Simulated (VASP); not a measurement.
# Ta2N (P-3m1) in VASP: further runs, part 2 of 3

VASP 6.6.1.

## Step 3: Single point, LDA (volume 12.264 Å^3 an atom, c/a of the conventional cell 1.5223)

File INCAR:

```
ALGO = Normal
EDIFF = 1E-7
ENCUT = 520
GGA = CA
ISIF = 2
ISMEAR = 0
LASPH = True
LCHARG = False
LREAL = False
LWAVE = False
NBANDS = 20
NELM = 60
PREC = Accurate
SIGMA = 0.15
```

File KPOINTS:

```
k-points
0
Gamma
  18 18 10
```

File POSCAR:

```
Ta2N
1.0
    3.0332451079      0.0000000000      0.0000000000
   -1.5166225540      2.6268673193      0.0000000000
    0.0000000000      0.0000000000      4.6175090278
Ta N
2 1
Direct
    0.6666666667      0.3333333333      0.7466885012
    0.3333333333      0.6666666667      0.2533114988
    0.0000000000      0.0000000000      0.0000000000
```

Potentials or basis: VASP PAW LDA potentials, release 64 (Ta_pv, N).

Started as:

```
cat potpaw_LDA.64/Ta_pv/POTCAR potpaw_LDA.64/N/POTCAR > POTCAR
mpirun -np 1 vasp_std > vasp.out
```

OUTCAR:

```text
EDIFF = 1E-7
   ENCUT = 520
   GGA = CA
   ISIF = 2
   ISMEAR = 0
   LASPH = True
   LREAL = False
   NELM = 60
   PREC = Accurate

 ion  position               nearest neighbor table
   1  0.667  0.333  0.747-   3 2.11   3 2.11   3 2.11   2 2.87   2 2.87   2 2.87   2 2.92   2 2.92
                             2 2.92
   2  0.333  0.667  0.253-   3 2.11   3 2.11   3 2.11   1 2.87   1 2.87   1 2.87   1 2.92   1 2.92
                             1 2.92
   3  0.000  0.000  0.000-   1 2.11   2 2.11   2 2.11   1 2.11   1 2.11   2 2.11

  LATTYP: Found a hexagonal cell.
 ALAT       =     3.0332451079
 C/A-ratio  =     1.5223000000

  Lattice vectors:

 A1 = (   3.0332451079,   0.0000000000,   0.0000000000)
 A2 = (  -1.5166225540,   2.6268673193,   0.0000000000)
 A3 = (   0.0000000000,   0.0000000000,   4.6175090278)

Analysis of symmetry for initial positions (statically):
=====================================================================
 Subroutine PRICEL returns:
 Original cell was already a primitive cell.

 Routine SETGRP: Setting up the symmetry group for a
 hexagonal supercell.

 Subroutine GETGRP returns: Found 12 space group operations
 (whereof 12 operations were pure point group operations)
 out of a pool of 24 trial point group operations.

The static configuration has the point symmetry D_3d.

Analysis of symmetry for dynamics (positions and initial velocities):
=====================================================================
 Subroutine PRICEL returns:
 Original cell was already a primitive cell.

 Routine SETGRP: Setting up the symmetry group for a
 hexagonal supercell.

 Subroutine GETGRP returns: Found 12 space group operations
 (whereof 12 operations were pure point group operations)
 out of a pool of 24 trial point group operations.

The dynamic configuration has the point symmetry D_3d.

 Subroutine INISYM returns: Found 12 space group operations
 (whereof 12 operations are pure point group operations),
 and found     1 'primitive' translations

----------------------------------------------------------------------------------------

                                     Primitive cell

  volume of cell :      36.7920

  direct lattice vectors                    reciprocal lattice vectors
     3.033245108  0.000000000  0.000000000     0.329679919  0.190340790  0.000000000
    -1.516622554  2.626867319  0.000000000     0.000000000  0.380681579  0.000000000
     0.000000000  0.000000000  4.617509028     0.000000000  0.000000000  0.216566983

  length of vectors
     3.033245108  3.033245108  4.617509028     0.380681579  0.380681579  0.216566983

  position of ions in fractional coordinates (direct lattice)
     0.666666667  0.333333333  0.746688501
     0.333333333  0.666666667  0.253311499
     0.000000000  0.000000000  0.000000000

  ion indices of the primitive-cell ions
   primitive index   ion index
                 1           1
                 2           2
                 3           3

----------------------------------------------------------------------------------------

 KPOINTS: k-points

Automatic generation of k-mesh.
 Grid dimensions read from file:
 generate k-points for:   18   18   10

 Generating k-lattice:

  Cartesian coordinates                     Fractional coordinates (reciprocal lattice)
     0.018315551  0.010574488  0.000000000     0.055555556 -0.000000000  0.000000000
     0.000000000  0.021148977  0.000000000     0.000000000  0.055555556  0.000000000
     0.000000000  0.000000000  0.021656698     0.000000000  0.000000000  0.100000000

  Length of vectors
     0.021148977  0.021148977  0.021656698

  Shift w.r.t. Gamma in fractional coordinates (k-lattice)
     0.000000000  0.000000000  0.000000000

 Subroutine IBZKPT returns following result:
 ===========================================

 Found    330 irreducible k-points:

 Following reciprocal coordinates:
            Coordinates               Weight
  0.000000  0.000000  0.000000      1.000000
  0.055556 -0.000000  0.000000      6.000000
  0.111111 -0.000000  0.000000      6.000000
  0.166667  0.000000  0.000000      6.000000
  0.222222  0.000000  0.000000      6.000000
  0.277778  0.000000  0.000000      6.000000
[... 16 lines left out ...]
  0.333333  0.111111  0.000000     12.000000
  0.388889  0.111111  0.000000     12.000000
 [... further k-points ...]
   k-points           NKPTS =    330   k-points in BZ     NKDIM =    330   number of bands    NBANDS=     20
   number of dos      NEDOS =    301   number of ions     NIONS =      3
   total plane-waves  NPLWV =  20736
   dimension x,y,z NGX =    24 NGY =   24 NGZ =   36
   dimension x,y,z NGXF=    48 NGYF=   48 NGZF=   72
   ions per type =               2   1
   NGX,Y,Z   is equivalent  to a cutoff of  13.15, 13.15, 12.96 a.u.
   NGXF,Y,Z  is equivalent  to a cutoff of  26.31, 26.31, 25.92 a.u.
 SYSTEM =  unknown system
   PREC   = accura    normal or accurate (medium, high low for compatibility)
   ISTART =      0    job   : 0-new  1-cont  2-samecut
   ICHARG =      2    charge: 1-file 2-atom 10-const
   ISPIN  =      1    spin polarized calculation?
   LNONCOLLINEAR =      F non collinear calculations
   LSORBIT =      F    spin-orbit coupling
   LASPH  =      T    aspherical Exc in radial PAW
   ENCUT  =  520.0 eV  38.22 Ry    6.18 a.u.   5.64  5.64  8.59*2*pi/ulx,y,z
   NELM   =     60;   NELMIN=  2; NELMDL= -5     # of ELM steps
   EDIFF  = 0.1E-06   stopping-criterion for ELM
   LREAL  =      F    real-space projection
   EDIFFG = 0.1E-05   stopping-criterion for IOM
   NSW    =      0    number of steps for IOM
   IBRION =     -1    ionic relax: 0-MD 1-quasi-New 2-CG
   NFREE  =      0    steps in history (QN), initial steepest desc. (CG)
   ISIF   =      2    stress and relaxation
   ISYM   =      2    0-nonsym 1-usesym 2-fastsym
   POTIM  = 0.5000    time-step for ionic-motion
   TEBEG  =    0.0;   TEEND  =   0.0 temperature during run
   PSTRESS=    0.0 pullay stress
   NELECT =      27.0000    total number of electrons
   NUPDOWN=      -1.0000    fix difference up-down
   EMIN   =  10.00;   EMAX   =-10.00  energy-range for DOS
   EFERMI =   0.00;   METHOD = LEGACY
   ISMEAR =     0;   SIGMA  =   0.15  broadening in eV -4-tet -1-fermi 0-gaus
   EFERMI_NEDOS =   21; number of points for ismear=-14 and -15
   IALGO  =     38    algorithm
   IMIX   =      4    mixing-type and parameters
     AMIX     =   0.40;   BMIX     =  1.00
     AMIX_MAG =   1.60;   BMIX_MAG =  1.00
  volume/ion in A,a.u.               =      12.26        82.76
  Fermi-wavevector in a.u.,A,eV,Ry     =   1.476652  2.790468 29.667537  2.180502
  Thomas-Fermi vector in A             =   2.591153
   LORBIT       =      0    0 simple, 1 ext, 2 COOP (PROOUT), +10 PAW based schemes
   GGA     = CA    functional components
   LHFCALC =     F    Hartree Fock is set to
   AEXX    =    0.0000 exact exchange contribution
   IVDW    =     0    specifies the selected vdW correction
   LEPSILON=     F    determine dielectric tensor
   LRPA    =     F    only Hartree local field effects (RPA)
 non-spin polarized calculation
 Gauss-broadening in eV      SIGMA  =   0.15
  energy-cutoff  :      520.00
  volume of cell :       36.79
 maximum number of plane-waves:      1007
 NGX is ok and might be reduce to    24
   NGX = 11   NGY = 11   NGZ = 17

 number of electron      27.0000000 magnetization

 Free energy of the ion-electron system (eV)
  ---------------------------------------------------
  ext. energy  EPLUGINS =         0.00000000
  ---------------------------------------------------
  free energy    TOTEN  =       -37.50093988 eV

  energy without entropy =      -37.48920430  energy(sigma->0) =      -37.49507209

 E-fermi :   8.3205     XC(G=0): -13.5975

 val. band max:        8.3151024327   @ k =   0.0000   0.3333   0.3000
 cond. band min:       8.3219314319   @ k =   0.2222   0.1111   0.3000
 fundamental gap:      0.0068289992
 Fermi energy:         8.3204570164

 k-point     1 :       0.0000    0.0000    0.0000
  band No.  band energies     occupation
      1     -27.2209      2.00000
      2     -26.1630      2.00000
      3     -26.1630      2.00000
      4     -25.9617      2.00000
      5     -25.9617      2.00000
      6     -25.7507      2.00000
[... 12 lines left out ...]
     19       9.6923      0.00000
     20      14.2566      0.00000
[... 507 lines left out ...]
 k-point    24 :       0.3889    0.1111    0.0000
  band No.  band energies     occupation
      1     -26.9976      2.00000
      2     -26.6791      2.00000
      3     -26.5876      2.00000
      4     -26.4758      2.00000
      5     -26.1214      2.00000
      6     -26.1033      2.00000
[... 12 lines left out ...]
     19      13.6341      0.00000
     20      13.9268      0.00000

 [... further k-points ...]
[... 5 lines left out ...]
  --------------------------------------------------------------------------------------
  -------------------------------------------------------------------------------------
  Total        4.4225936      4.4225936      6.0702237     -0.0000000      0.0000000     -0.0000000
  in kB      192.5902133    192.5902133    264.3393892     -0.0000000      0.0000000     -0.0000000
  external PRESSURE =     216.5066053 kB  Pullay stress =       0.0000000 kB

 VOLUME and BASIS-vectors are now :
 -----------------------------------------------------------------------------
  energy-cutoff  :      520.00
  volume of cell :       36.79
      direct lattice vectors                 reciprocal lattice vectors
     3.033245108  0.000000000  0.000000000     0.329679919  0.190340790  0.000000000
    -1.516622554  2.626867319  0.000000000     0.000000000  0.380681579  0.000000000
     0.000000000  0.000000000  4.617509028     0.000000000  0.000000000  0.216566983

 POSITION                                       TOTAL-FORCE (eV/Angst)
 -----------------------------------------------------------------------------------
      1.51662      0.87562      3.44784        -0.000000      0.000000     -0.264827
     -0.00000      1.75124      1.16967         0.000000     -0.000000      0.264827
      0.00000      0.00000      0.00000        -0.000000      0.000000      0.000000
 -----------------------------------------------------------------------------------
    total drift:                                0.000000     -0.000000      0.000000

  FREE ENERGIE OF THE ION-ELECTRON SYSTEM (eV)
  ---------------------------------------------------
  free  energy   TOTEN  =       -37.5009398765 eV

  energy  without entropy=      -37.4892043020  energy(sigma->0) =      -37.49507209
```

OSZICAR:

```text
N       E                     dE             d eps       ncg     rms          rms(c)
DAV:   1     0.212239529382E+03    0.21224E+03   -0.15147E+04 13200   0.141E+03
DAV:   2    -0.316054334306E+02   -0.24384E+03   -0.23756E+03 15024   0.400E+02
DAV:   3    -0.406267369886E+02   -0.90213E+01   -0.88636E+01 16504   0.699E+01
DAV:   4    -0.407249780907E+02   -0.98241E-01   -0.97803E-01 16092   0.691E+00
DAV:   5    -0.407259124128E+02   -0.93432E-03   -0.93393E-03 16068   0.580E-01    0.322E+01
DAV:   6    -0.378687668240E+02    0.28571E+01   -0.15131E+01 15064   0.251E+01    0.155E+01
DAV:   7    -0.375685398965E+02    0.30023E+00   -0.16842E+00 14608   0.814E+00    0.795E+00
DAV:   8    -0.375048029421E+02    0.63737E-01   -0.20820E-01 15904   0.363E+00    0.391E-01
DAV:   9    -0.375015075961E+02    0.32953E-02   -0.22918E-02 15584   0.101E+00    0.222E-01
DAV:  10    -0.375010462685E+02    0.46133E-03   -0.36001E-03 15788   0.483E-01    0.706E-02
DAV:  11    -0.375009487330E+02    0.97536E-04   -0.79319E-04 15076   0.167E-01    0.266E-02
DAV:  12    -0.375009399973E+02    0.87357E-05   -0.45905E-05 14940   0.491E-02    0.764E-03
DAV:  13    -0.375009402046E+02   -0.20734E-06   -0.96810E-06 15488   0.171E-02    0.439E-03
DAV:  14    -0.375009398843E+02    0.32036E-06   -0.20044E-06 15000   0.922E-03    0.117E-03
DAV:  15    -0.375009398765E+02    0.77348E-08   -0.10496E-07  8424   0.238E-03
   1 F= -.37500940E+02 E0= -.37495072E+02  d E =-.117356E-01
```

Run time: 2.6 min. Hardware: 1 thread of Intel Xeon 6975P-C, shared host; peak memory 0.32 GiB.

Results:

```
Free energy   : -37.5009 eV
Pressure      : 21.7 GPa
Largest force : 0.265 eV/Å
```

Forces on the atoms (eV/Å):
```
Ta   0.000  0.000 -0.265
Ta   0.000  0.000  0.265
N    0.000  0.000  0.000
```

Caveat: spin-orbit coupling is left out, which moves the levels of the heavy elements.

(Continued in part 3 of 3.)
